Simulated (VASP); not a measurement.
# CaTl2H2: single point with PBE

CaTl2H2:

```
Ca Tl H
1.0
    -2.24543    2.24543    5.46868
     2.24543   -2.24543    5.46868
     2.24543    2.24543   -5.46868
Ca Tl H
1 2 2
Direct
  0.00000 0.00000 0.00000
  0.75000 0.25000 0.50000
  0.25000 0.75000 0.50000
  0.46459 0.46459 0.00000
  0.53541 0.53541 0.00000
```

```
Program             : VASP 6.6.1
Task                : single point
Functional          : PBE
Potentials or basis : VASP PAW PBE potentials, release 64 (Ca_sv, Tl_d, H)
Cutoff              : 520 eV
k mesh              : 12 × 12 × 12
Occupations         : gaussian, width 0.1 eV
Spin                : no spin polarisation
```

```json
{
  "Pressure": "0.0 GPa",
  "Band gap on the k mesh": "zero (bands 19 and 20 overlap by 1.52 eV)"
}
```

Forces in eV/Å, atoms in the order of the input:
```
Ca   0.000  0.000  0.000
Tl   0.000  0.000  0.000
Tl   0.000  0.000  0.000
H    0.000  0.000  0.003
H    0.000  0.000 -0.003
```

Levels at points of the mesh, in eV from the Fermi level:
| k point | band 17 | band 18 | band 19 | band 20 | band 21 | band 22 |
| --- | --- | --- | --- | --- | --- | --- |
| (0.00, 0.00, 0.00) | -2.35 | -1.45 | -0.13 | -0.13 | 0.57 | 1.77 |
| (0.50, 0.00, 0.00) | -6.17 | -1.18 | 0.69 | 1.43 | 1.52 | 2.35 |
| (0.50, 0.50, 0.00) | -5.42 | -2.30 | -2.29 | -0.37 | 0.20 | 2.76 |
| (0.50, 0.50, 0.50) | -2.66 | -1.63 | 0.13 | 0.13 | 2.26 | 2.27 |

It took 6.6 min on 1 thread of Intel(R) Xeon(R) 6975P-C (Granite Rapids), with other jobs on the host, peak memory 0.66 GiB.

Caveat: spin-orbit coupling is left out, which moves the levels of the heavy elements.
